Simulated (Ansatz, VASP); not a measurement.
**One calculation of MgSe, two programs**

Contents of POSCAR:

```
MgSe
1.0
    0.0000000000      2.7089066825      2.7089066825
    2.7089066825      0.0000000000      2.7089066825
    2.7089066825      2.7089066825      0.0000000000
Mg Se
1 1
Direct
    0.0000000000      0.0000000000      0.0000000000
    0.5000000000      0.5000000000      0.5000000000
```

Contents of INCAR.step1:

```
PREC     = Accurate       # precision mode
ENCUT    = 660            # plane-wave cutoff, eV
ISMEAR   = 0              # smearing method
SIGMA    = 0.01           # smearing width, eV
LREAL    = F              # projectors in reciprocal space
LASPH    = T              # aspherical terms in the spheres
NELM     = 120            # most SCF steps
NBANDS   = 11             # bands
GGA      = PE             # functional
ALGO     = Normal         # electronic algorithm
EDIFF    = 1E-5           # SCF threshold, eV
LWAVE    = T              # write WAVECAR
LCHARG   = F              # write CHGCAR
GGA_COMPAT= F
```

The input INCAR.step2:

```
PREC     = Accurate       # precision mode
ENCUT    = 660            # plane-wave cutoff, eV
EDIFF    = 1E-6           # SCF threshold, eV
ISMEAR   = 0              # smearing method
SIGMA    = 0.01           # smearing width, eV
LREAL    = F              # projectors in reciprocal space
LASPH    = T              # aspherical terms in the spheres
NELM     = 120            # most SCF steps
ALGO     = Normal         # electronic algorithm
ISIF     = 2              # what is computed and relaxed
LWAVE    = F              # write WAVECAR
LCHARG   = T              # write CHGCAR
METAGGA  = R2SCAN         # meta-GGA
LMIXTAU  = T            
LELF     = T              # ELF
LVHAR    = T            
NBANDS   = 11             # bands
ISTART   = 1            
GGA_COMPAT= F
```

Contents of KPOINTS:

```
regular mesh
0
Gamma
  8 8 8
```

Input for Ansatz:

```yaml
crystal:
  lattice:
    - [0.0, 2.7089066825, 2.7089066825]
    - [2.7089066825, 0.0, 2.7089066825]
    - [2.7089066825, 2.7089066825, 0.0]
  atoms:
    - { symbol: Mg, position: [0.0, 0.0, 0.0] }
    - { symbol: Se, position: [0.5, 0.5, 0.5] }
kpoints:
  mp_grid: { grid: [8, 8, 8] }
  band_path:
    path:
      - [0.0, 0.0, 0.0]
      - [0.5, 0.0, 0.5]
      - [0.625, 0.25, 0.625]
      - [0.375, 0.375, 0.75]
      - [0.5, 0.5, 0.5]
      - [0.5, 0.25, 0.75]
      - [0.0, 0.5, 0.5]
    npoints: 1
hamiltonian:
  xc: r2scan
scf:
  occupations: { method: fixed }
  n_extra_bands: 4
output:
  forces: true
  stress: true
  eigenvalues: true
```

Change from the starting cell: hydrostatic strain -1.0%.

Alike in both runs: task single point; functional r2SCAN; k mesh 8 × 8 × 8; no spin polarisation.

|  | VASP | Ansatz |
| --- | --- | --- |
| version | VASP 6.6.1 | Ansatz 0.2.0 |
| potentials or method | VASP PAW PBE potentials, release 64 (Mg, Se) | plane waves, PAW |
| plane-wave cutoff (eV) | 660 | 500 |
| occupations | gaussian, width 0.01 eV | fixed |
| valence electrons in the cell | 8 | 26 |

VASP gave:

```
gap on the k mesh at the Fermi level (eV) : 2.49
pressure (GPa)                            : 1.8
```

Task: What did Ansatz give for the same quantities?

Result: gap on the k mesh at the Fermi level (eV): 2.53; pressure (GPa): 2.1.

VASP's potentials were made for PBE, not for r2SCAN. VASP's potentials hold 8 valence electrons a cell and Ansatz's 26, so a difference there can come from the potentials and not from the codes.
